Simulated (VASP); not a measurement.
Here is a VASP 6.6.1 calculation.

The input INCAR:

```
SYSTEM = MoS2
PREC = Accurate
ENCUT = 520
EDIFF = 1E-6
ISMEAR = 0
SIGMA = 0.05
LREAL = .FALSE.
LASPH = .TRUE.
NELM = 150
ALGO = Normal
ISIF = 2
LWAVE = .FALSE.
LCHARG = .FALSE.
MAGMOM = 0 0 0 0 0 0 0 0 0
LORBIT = 11
LSORBIT = .TRUE.
GGA_COMPAT = .FALSE.
LORBMOM = .TRUE.
LMAXMIX = 4
GGA = PS
NBANDS = 39
```

The input KPOINTS:

```
regular mesh
0
G
  8 8 8
  0 0 0
```

POSCAR

```
MoS2
1.0
    1.5461140467      0.8926493611      6.1732969844
   -1.5461140467      0.8926493611      6.1732969844
    0.0000000000     -1.7852987222      6.1732969844
Mo S
1 2
Direct
    0.0000000000      0.0000000000      0.0000000000
    0.7517431383      0.7517431383      0.7517431383
    0.2482568617      0.2482568617      0.2482568617
```

Potentials or basis: VASP PAW PBE potentials, release 64 (Mo_sv, S).

Launch:

```bash
$ cat potpaw_PBE.64/Mo_sv/POTCAR potpaw_PBE.64/S/POTCAR > POTCAR
$ mpirun -np 1 vasp_ncl > vasp.out
```

Q: Predict the pressure.

A: 5.4 GPa.

Q: Predict the largest force.

A: 0.711 eV/Å.

Q: Predict the net moment.

A: 0.00 μB per cell.

Stress tensor (GPa, compression positive):
```
5.03 0.00 0.00
0.00 5.03 0.00
0.00 0.00 6.19
```

Caveat: the cell stands under pressure; the PAW data sets were made with another functional, which shifts forces and pressure a little.
